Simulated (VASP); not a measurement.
# MgF2 (P4_2/mnm) in VASP: further runs, part 3 of 3

VASP 6.6.1. The steps go on from the part before.

### Step 4. Single point, PBE (biaxial strain in the a-b plane: -1.5 %, then relaxed in part)

INCAR reads:

```
PREC = Accurate ; ENCUT = 600
EDIFF = 1E-6 ; ISMEAR = 0
SIGMA = 0.02 ; LREAL = F
LASPH = T ; NELM = 120
ALGO = Normal ; ISIF = 2
LWAVE = F ; LCHARG = T
GGA = PE ; LELF = T
LVHAR = T ; NBANDS = 25
GGA_COMPAT = F
```

KPOINTS reads:

```
regular mesh
0
Gamma
  6 6 8
```

POSCAR reads:

```
MgF2
1.0
    4.6271173328      0.0000000000      0.0000000000
    0.0000000000      4.6271173328      0.0000000000
    0.0000000000      0.0000000000      3.1234768827
Mg F
2 4
Direct
    0.5000000000      0.5000000000      0.5000000000
    0.0000000000      0.0000000000      0.0000000000
    0.6963745056      0.6963745056      0.0000000000
    0.8036254944      0.1963745056      0.5000000000
    0.3036254944      0.3036254944      0.0000000000
    0.1963745056      0.8036254944      0.5000000000
```

Potentials or basis: VASP PAW PBE potentials, release 64 (Mg, F).

Launch:

```console
> cat potpaw_PBE.64/Mg/POTCAR potpaw_PBE.64/F/POTCAR > POTCAR
> mpirun -np 1 vasp_std > vasp.out
```

OUTCAR:

```text
PREC = Accurate
   ENCUT = 600
   EDIFF = 1E-6
   ISMEAR = 0
   LREAL = F
   LASPH = T
   NELM = 120
   ISIF = 2
   GGA = PE

 ion  position               nearest neighbor table
   1  0.500  0.500  0.500-   4 1.99   6 1.99   5 2.02   3 2.02   3 2.02   5 2.02   2 3.63   2 3.63
                             2 3.63   2 3.63   2 3.63   2 3.63   2 3.63   2 3.63
   2  0.000  0.000  0.000-   3 1.99   5 1.99   4 2.02   6 2.02   4 2.02   6 2.02   1 3.63   1 3.63
                             1 3.63   1 3.63   1 3.63   1 3.63   1 3.63   1 3.63
   3  0.696  0.696  0.000-   2 1.99   1 2.02   1 2.02
   4  0.804  0.196  0.500-   1 1.99   2 2.02   2 2.02
   5  0.304  0.304  0.000-   2 1.99   1 2.02   1 2.02
   6  0.196  0.804  0.500-   1 1.99   2 2.02   2 2.02

  LATTYP: Found a simple tetragonal cell.
 ALAT       =     4.6271173328
 C/A-ratio  =     0.6750373198

  Lattice vectors:

 A1 = (   4.6271173328,   0.0000000000,   0.0000000000)
 A2 = (   0.0000000000,   4.6271173328,   0.0000000000)
 A3 = (   0.0000000000,   0.0000000000,   3.1234768827)

Analysis of symmetry for initial positions (statically):
=====================================================================
 Subroutine PRICEL returns:
 Original cell was already a primitive cell.

 Routine SETGRP: Setting up the symmetry group for a
 simple tetragonal supercell.

 Subroutine GETGRP returns: Found 16 space group operations
 (whereof  8 operations were pure point group operations)
 out of a pool of 16 trial point group operations.

The static configuration has the point symmetry D_2h.
 The point group associated with its full space group is D_4h.

Analysis of symmetry for dynamics (positions and initial velocities):
=====================================================================
 Subroutine PRICEL returns:
 Original cell was already a primitive cell.

 Routine SETGRP: Setting up the symmetry group for a
 simple tetragonal supercell.

 Subroutine GETGRP returns: Found 16 space group operations
 (whereof  8 operations were pure point group operations)
 out of a pool of 16 trial point group operations.

The dynamic configuration has the point symmetry D_2h.
 The point group associated with its full space group is D_4h.

 Subroutine INISYM returns: Found 16 space group operations
 (whereof  8 operations are pure point group operations),
 and found     1 'primitive' translations

----------------------------------------------------------------------------------------

                                     Primitive cell

  volume of cell :      66.8743

  direct lattice vectors                    reciprocal lattice vectors
     4.627117333  0.000000000  0.000000000     0.216117277  0.000000000  0.000000000
     0.000000000  4.627117333  0.000000000     0.000000000  0.216117277  0.000000000
     0.000000000  0.000000000  3.123476883     0.000000000  0.000000000  0.320156043

  length of vectors
     4.627117333  4.627117333  3.123476883     0.216117277  0.216117277  0.320156043

  position of ions in fractional coordinates (direct lattice)
     0.500000000  0.500000000  0.500000000
     0.000000000  0.000000000  0.000000000
     0.696374506  0.696374506  0.000000000
     0.803625494  0.196374506  0.500000000
     0.303625494  0.303625494  0.000000000
     0.196374506  0.803625494  0.500000000

  ion indices of the primitive-cell ions
   primitive index   ion index
                 1           1
                 2           2
[... 55 lines left out ...]
  0.333333  0.000000  0.250000      8.000000
  0.500000  0.000000  0.250000      4.000000
 [... further k-points ...]
   k-points           NKPTS =     50   k-points in BZ     NKDIM =     50   number of bands    NBANDS=     25
   number of dos      NEDOS =    301   number of ions     NIONS =      6
   total plane-waves  NPLWV =  44800
   dimension x,y,z NGX =    40 NGY =   40 NGZ =   28
   dimension x,y,z NGXF=    80 NGYF=   80 NGZF=   56
   ions per type =               2   4
   NGX,Y,Z   is equivalent  to a cutoff of  14.37, 14.37, 14.90 a.u.
   NGXF,Y,Z  is equivalent  to a cutoff of  28.74, 28.74, 29.81 a.u.
 SYSTEM =  unknown system
   PREC   = accura    normal or accurate (medium, high low for compatibility)
   ISTART =      0    job   : 0-new  1-cont  2-samecut
   ICHARG =      2    charge: 1-file 2-atom 10-const
   ISPIN  =      1    spin polarized calculation?
   LNONCOLLINEAR =      F non collinear calculations
   LSORBIT =      F    spin-orbit coupling
   LASPH  =      T    aspherical Exc in radial PAW
   ENCUT  =  600.0 eV  44.10 Ry    6.64 a.u.   9.24  9.24  6.24*2*pi/ulx,y,z
   NELM   =    120;   NELMIN=  2; NELMDL= -5     # of ELM steps
   EDIFF  = 0.1E-05   stopping-criterion for ELM
   LREAL  =      F    real-space projection
   EDIFFG = 0.1E-04   stopping-criterion for IOM
   NSW    =      0    number of steps for IOM
   IBRION =     -1    ionic relax: 0-MD 1-quasi-New 2-CG
   NFREE  =      0    steps in history (QN), initial steepest desc. (CG)
   ISIF   =      2    stress and relaxation
   ISYM   =      2    0-nonsym 1-usesym 2-fastsym
   POTIM  = 0.5000    time-step for ionic-motion
   TEBEG  =    0.0;   TEEND  =   0.0 temperature during run
   PSTRESS=    0.0 pullay stress
   NELECT =      32.0000    total number of electrons
   NUPDOWN=      -1.0000    fix difference up-down
   EMIN   =  10.00;   EMAX   =-10.00  energy-range for DOS
   EFERMI =   0.00;   METHOD = LEGACY
   ISMEAR =     0;   SIGMA  =   0.02  broadening in eV -4-tet -1-fermi 0-gaus
   EFERMI_NEDOS =   21; number of points for ismear=-14 and -15
   IALGO  =     38    algorithm
   IMIX   =      4    mixing-type and parameters
     AMIX     =   0.40;   BMIX     =  1.00
     AMIX_MAG =   1.60;   BMIX_MAG =  1.00
  volume/ion in A,a.u.               =      11.15        75.22
  Fermi-wavevector in a.u.,A,eV,Ry     =   1.280477  2.419750 22.308396  1.639621
  Thomas-Fermi vector in A             =   2.412902
   LORBIT       =      0    0 simple, 1 ext, 2 COOP (PROOUT), +10 PAW based schemes
   GGA     = PE    functional components
   LHFCALC =     F    Hartree Fock is set to
   AEXX    =    0.0000 exact exchange contribution
   IVDW    =     0    specifies the selected vdW correction
   LEPSILON=     F    determine dielectric tensor
   LRPA    =     F    only Hartree local field effects (RPA)
 non-spin polarized calculation
 Gauss-broadening in eV      SIGMA  =   0.02
  energy-cutoff  :      600.00
  volume of cell :       66.87
 maximum number of plane-waves:      2265
 NGX is ok and might be reduce to    40
   NGX = 19   NGY = 19   NGZ = 13

 number of electron      31.9999989 magnetization

 Free energy of the ion-electron system (eV)
  ---------------------------------------------------
  ext. energy  EPLUGINS =         0.00000000
  ---------------------------------------------------
  free energy    TOTEN  =       -31.53899510 eV

  energy without entropy =      -31.53899510  energy(sigma->0) =      -31.53899510

 E-fermi :  -1.2511     XC(G=0):  -9.6184

 val. band max:       -1.3488684712   @ k =   0.0000   0.0000   0.0000
 cond. band min:       5.5505873738   @ k =   0.0000   0.0000   0.0000
 fundamental gap:      6.8994558450
 Fermi energy:        -1.2511074822

 k-point     1 :       0.0000    0.0000    0.0000
  band No.  band energies     occupation
      1     -21.9974      2.00000
      2     -21.2197      2.00000
      3     -21.2197      2.00000
      4     -21.1473      2.00000
      5      -5.2975      2.00000
      6      -3.7309      2.00000
[... 661 lines left out ...]
     24      14.6030      0.00000
     25      16.1874      0.00000

 [... further k-points ...]

------------------------ aborting loop because EDIFF is reached ----------------------------------------

  FORCE on cell =-STRESS in cart. coord.  units (eV):
  Direction    XX          YY          ZZ          XY          YZ          ZX
  --------------------------------------------------------------------------------------
  -------------------------------------------------------------------------------------
  Total        0.7217493      0.7217493     -0.4696223      0.0000000      0.0000000      0.0000000
  in kB       17.2916982     17.2916982    -11.2512286      0.0000000      0.0000000      0.0000000
  external PRESSURE =       7.7773893 kB  Pullay stress =       0.0000000 kB

 VOLUME and BASIS-vectors are now :
 -----------------------------------------------------------------------------
  energy-cutoff  :      600.00
  volume of cell :       66.87
      direct lattice vectors                 reciprocal lattice vectors
     4.627117333  0.000000000  0.000000000     0.216117277  0.000000000  0.000000000
     0.000000000  4.627117333  0.000000000     0.000000000  0.216117277  0.000000000
     0.000000000  0.000000000  3.123476883     0.000000000  0.000000000  0.320156043

 POSITION                                       TOTAL-FORCE (eV/Angst)
 -----------------------------------------------------------------------------------
      2.31356      2.31356      1.56174        -0.000000      0.000000     -0.000000
      0.00000      0.00000      0.00000        -0.000000      0.000000     -0.000000
      3.22221      3.22221      0.00000        -0.001327     -0.001327     -0.000000
      3.71847      0.90865      1.56174         0.001327     -0.001327     -0.000000
      1.40491      1.40491      0.00000         0.001327      0.001327      0.000000
      0.90865      3.71847      1.56174        -0.001327      0.001327     -0.000000
 -----------------------------------------------------------------------------------
    total drift:                                0.000000      0.000000      0.000000

  FREE ENERGIE OF THE ION-ELECTRON SYSTEM (eV)
  ---------------------------------------------------
  free  energy   TOTEN  =       -31.5389950997 eV

  energy  without entropy=      -31.5389950997  energy(sigma->0) =      -31.53899510
```

OSZICAR:

```text
N       E                     dE             d eps       ncg     rms          rms(c)
DAV:   1     0.187848843320E+03    0.18785E+03   -0.18993E+04  2588   0.134E+03
DAV:   2    -0.248877102443E+02   -0.21274E+03   -0.20538E+03  3085   0.303E+02
DAV:   3    -0.340919467015E+02   -0.92042E+01   -0.91775E+01  3178   0.607E+01
DAV:   4    -0.341426126317E+02   -0.50666E-01   -0.50660E-01  2789   0.512E+00
DAV:   5    -0.341428667144E+02   -0.25408E-03   -0.25408E-03  3130   0.359E-01    0.100E+01
DAV:   6    -0.314927274144E+02    0.26501E+01   -0.82684E+00  2881   0.206E+01    0.302E+00
DAV:   7    -0.315098896264E+02   -0.17162E-01   -0.95482E-02  2577   0.193E+00    0.193E+00
DAV:   8    -0.315382909237E+02   -0.28401E-01   -0.61599E-02  2571   0.240E+00    0.217E-01
DAV:   9    -0.315384660543E+02   -0.17513E-03   -0.16000E-03  3251   0.281E-01    0.801E-02
DAV:  10    -0.315389954180E+02   -0.52936E-03   -0.43321E-04  2597   0.151E-01    0.175E-02
DAV:  11    -0.315389950997E+02    0.31834E-06   -0.95468E-06  3226   0.267E-02
   1 F= -.31538995E+02 E0= -.31538995E+02  d E =-.164609E-14
```

stdout:

```text
POSCAR found type information on POSCAR MgF
 POSCAR found :  2 types and       6 ions
 scaLAPACK will be used
 LDA part: xc-table for (Slater+PW92), standard interpolation
 POSCAR, INCAR and KPOINTS ok, starting setup
 FFT: planning ... GRIDC
 FFT: planning ... GRID_SOFT
 FFT: planning ... GRID
 WAVECAR not read
 entering main loop
```

Wall time 32 s (1 thread of Intel Xeon 6975P-C (Granite Rapids), shared host); peak memory 0.24 GiB.

Results:

```
Free energy            : -31.5390 eV
Pressure               : 0.8 GPa
Band gap on the k mesh : 6.90 eV, direct
```

Stress tensor (GPa, compression positive):
```
 1.73  0.00  0.00
 0.00  1.73  0.00
 0.00  0.00 -1.13
```

Levels at points of the mesh, in eV from the valence-band top:
| k point | band 14 | band 15 | band 16 | band 17 | band 18 | band 19 |
| --- | --- | --- | --- | --- | --- | --- |
| (0.00, 0.00, 0.00) | -0.29 | -0.29 | 0.00 | 6.90 | 12.04 | 12.04 |
| (0.50, 0.00, 0.00) | -0.98 | -0.36 | -0.36 | 9.30 | 9.30 | 13.24 |
| (0.50, 0.50, 0.00) | -0.90 | -0.71 | -0.71 | 10.96 | 10.96 | 11.12 |
| (0.00, 0.00, 0.50) | -1.11 | -0.81 | -0.81 | 11.52 | 11.52 | 14.69 |
| (0.50, 0.00, 0.50) | -0.69 | -0.62 | -0.62 | 12.53 | 12.53 | 13.09 |
| (0.50, 0.50, 0.50) | -0.57 | -0.45 | -0.45 | 13.08 | 13.08 | 13.15 |

Caveat: the cell differs from its parent crystal (biaxial strain in the a-b plane: -1.5 %, then relaxed in part).

### Step 5. Single point, PBE (biaxial strain in the a-b plane: -1.5 %)

INCAR reads:

```
SYSTEM = MgF2
ALGO = Normal
EDIFF = 1E-6
ENCUT = 600
GGA = PE
GGA_COMPAT = .FALSE.
ISIF = 2
ISMEAR = 0
LASPH = .TRUE.
LCHARG = .TRUE.
LELF = .TRUE.
LREAL = .FALSE.
LVHAR = .TRUE.
LWAVE = .FALSE.
NBANDS = 25
NELM = 120
PREC = Accurate
SIGMA = 0.02
```

KPOINTS reads:

```
k-points
0
G
  6 6 8
  0 0 0
```

POSCAR reads:

```
MgF2
1.0
    4.6271173328      0.0000000000      0.0000000000
    0.0000000000      4.6271173328      0.0000000000
    0.0000000000      0.0000000000      3.1208288327
Mg F
2 4
Direct
    0.5000000000      0.5000000000      0.5000000000
    0.0000000000      0.0000000000      0.0000000000
    0.6964323178      0.6964323178      0.0000000000
    0.8035676822      0.1964323178      0.5000000000
    0.3035676822      0.3035676822      0.0000000000
    0.1964323178      0.8035676822      0.5000000000
```

Launch:

```console
> cat potpaw_PBE.64/Mg/POTCAR potpaw_PBE.64/F/POTCAR > POTCAR
> mpirun -np 1 vasp_std > vasp.out
```

It took 31 s on 1 thread of Intel Xeon 6975P-C (Granite Rapids), shared host; peak memory 0.24 GiB.

It converged, with:

```yaml
Free_energy: -31.5392 eV
Pressure: 0.9 GPa
Largest_force: 0.004 eV/Å
Band_gap_on_the_k_mesh: 6.91 eV, direct
```

Forces on the atoms (eV/Å):
```
Mg   0.000  0.000  0.000
Mg   0.000  0.000  0.000
F   -0.003 -0.003  0.000
F    0.003 -0.003  0.000
F    0.003  0.003  0.000
F   -0.003  0.003  0.000
```

Stress tensor (GPa, compression positive):
```
 1.78  0.00  0.00
 0.00  1.78  0.00
 0.00  0.00 -0.97
```

Levels at points of the mesh, in eV from the valence-band top:
```
           k point  band 13  band 14  band 15  band 16  band 17  band 18  band 19  band 20
(0.00, 0.00, 0.00)    -0.74    -0.29    -0.29     0.00     6.91    12.04    12.04    13.38
(0.50, 0.00, 0.00)    -0.98    -0.98    -0.36    -0.36     9.31     9.31    13.25    13.25
(0.50, 0.50, 0.00)    -0.90    -0.90    -0.71    -0.71    10.97    10.97    11.13    11.13
(0.00, 0.00, 0.50)    -1.11    -1.11    -0.81    -0.81    11.53    11.53    14.70    14.70
(0.50, 0.00, 0.50)    -0.69    -0.69    -0.62    -0.62    12.54    12.54    13.11    13.11
(0.50, 0.50, 0.50)    -0.57    -0.57    -0.45    -0.45    13.09    13.09    13.16    13.16
```

Caveat: the cell differs from its parent crystal (biaxial strain in the a-b plane: -1.5 %).

### Step 6. Single point, PBE (biaxial strain in the a-b plane: +1.5 %)

INCAR reads:

```
SYSTEM = MgF2
PREC = Accurate ; ENCUT = 600
EDIFF = 1E-6 ; ISMEAR = 0
SIGMA = 0.02 ; LREAL = .FALSE.
LASPH = .TRUE. ; NELM = 120
ALGO = Normal ; ISIF = 2
LWAVE = .FALSE. ; LCHARG = .TRUE.
GGA = PE ; LELF = .TRUE.
LVHAR = .TRUE. ; NBANDS = 25
GGA_COMPAT = .FALSE.
```

KPOINTS reads:

```
regular mesh
0
G
  6 6 8
  0 0 0
```

Changes to POSCAR since step 5:

```diff
@@ -2,5 +2,5 @@
 1.0
-    4.6271173328      0.0000000000      0.0000000000
-    0.0000000000      4.6271173328      0.0000000000
-    0.0000000000      0.0000000000      3.1208288327
+    4.7680447642      0.0000000000      0.0000000000
+    0.0000000000      4.7680447642      0.0000000000
+    0.0000000000      0.0000000000      3.0651549784
 Mg F
```

Potentials or basis: VASP PAW PBE potentials, release 64 (Mg, F).

Launch:

```console
> cat potpaw_PBE.64/Mg/POTCAR potpaw_PBE.64/F/POTCAR > POTCAR
> mpirun -np 1 vasp_std > vasp.out
```

Run time: 26 s. Hardware: 1 thread of Intel Xeon 6975P-C (Granite Rapids), shared host; peak memory 0.24 GiB.

Results (log left out):

```
Free energy            : -31.5339 eV
Pressure               : -2.6 GPa
Largest force          : 0.023 eV/Å
Band gap on the k mesh : 6.69 eV, direct
```

Forces in eV/Å, atoms in the order of the input:
```
Mg   0.000  0.000  0.000
Mg   0.000  0.000  0.000
F   -0.017 -0.017  0.000
F    0.017 -0.017  0.000
F    0.017  0.017  0.000
F   -0.017  0.017  0.000
```

Stress tensor (GPa, compression positive):
```
-3.34  0.00  0.00
 0.00 -3.34  0.00
 0.00  0.00 -1.00
```

Levels at points of the mesh, in eV from the valence-band top:
| k point | band 14 | band 15 | band 16 | band 17 | band 18 | band 19 |
| --- | --- | --- | --- | --- | --- | --- |
| (0.00, 0.00, 0.00) | -0.33 | -0.33 | 0.00 | 6.69 | 11.87 | 11.87 |
| (0.50, 0.00, 0.00) | -0.90 | -0.36 | -0.36 | 9.00 | 9.00 | 13.11 |
| (0.50, 0.50, 0.00) | -0.90 | -0.73 | -0.73 | 10.52 | 10.52 | 10.87 |
| (0.00, 0.00, 0.50) | -1.01 | -0.79 | -0.79 | 11.41 | 11.41 | 14.63 |
| (0.50, 0.00, 0.50) | -0.70 | -0.61 | -0.61 | 12.29 | 12.29 | 12.91 |
| (0.50, 0.50, 0.50) | -0.56 | -0.48 | -0.48 | 12.55 | 12.55 | 13.00 |

Caveat: the cell differs from its parent crystal (biaxial strain in the a-b plane: +1.5 %).

### Step 7. The runs side by side

```tsv
cell	gap on the mesh (eV)	pressure (GPa)	largest force (eV/Å)
a = 4.557, b = 4.557, c = 3.157 Å, 6 atoms	7.00	2.7	-
a = 4.557, b = 4.557, c = 3.149 Å, 6 atoms	7.02	3.0	0.03
a = 4.627, b = 4.627, c = 3.123 Å, 6 atoms	6.90	0.8	-
a = 4.627, b = 4.627, c = 3.121 Å, 6 atoms	6.91	0.9	-
a = 4.768, b = 4.768, c = 3.065 Å, 6 atoms	6.69	-2.6	0.02
```

Alike in all rows: task single point; level PBE; potentials or basis VASP PAW PBE potentials, release 64 (Mg, F); no spin polarisation; k mesh 6 × 6 × 8; cutoff (eV) 600; smearing gaussian 0.02 eV.

Total energies depend on the potentials used, so only differences within one code and one set of settings carry meaning.
